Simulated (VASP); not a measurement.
SrCl2:

```xyz
3
Lattice="0.0000 3.4977 3.4977 3.4977 0.0000 3.4977 3.4977 3.4977 0.0000" Properties=species:S:1:pos:R:3 pbc="T T T"
Sr    0.0000    0.0000    0.0000
Cl    1.7488    1.7488    1.7488
Cl    5.2465    5.2465    5.2465
```

Base run:

* Program: VASP 6.6.1
* Functional: PBEsol
* Potentials or basis: VASP PAW PBE potentials, release 64 (Sr_sv, Cl)
* Cutoff: 500 eV
* k mesh: 4 × 4 × 4
* Occupations: gaussian, width 0.01 eV
* Spin: no spin polarisation

Its results: band gap on the k mesh 5.10 eV (least direct gap 5.36 eV); pressure -1.2 GPa.

**Question.** The run is repeated on the same cell with these changes: functional from PBEsol to r2SCAN; cutoff from 500 eV to 550 eV. What comes out?

**Answer.** Band gap on the k mesh 5.94 eV (least direct gap 5.99 eV); pressure 0.0 GPa.

Caveats: the PAW data sets were made with another functional, which shifts forces and pressure a little.

A k mesh can miss the band edges.
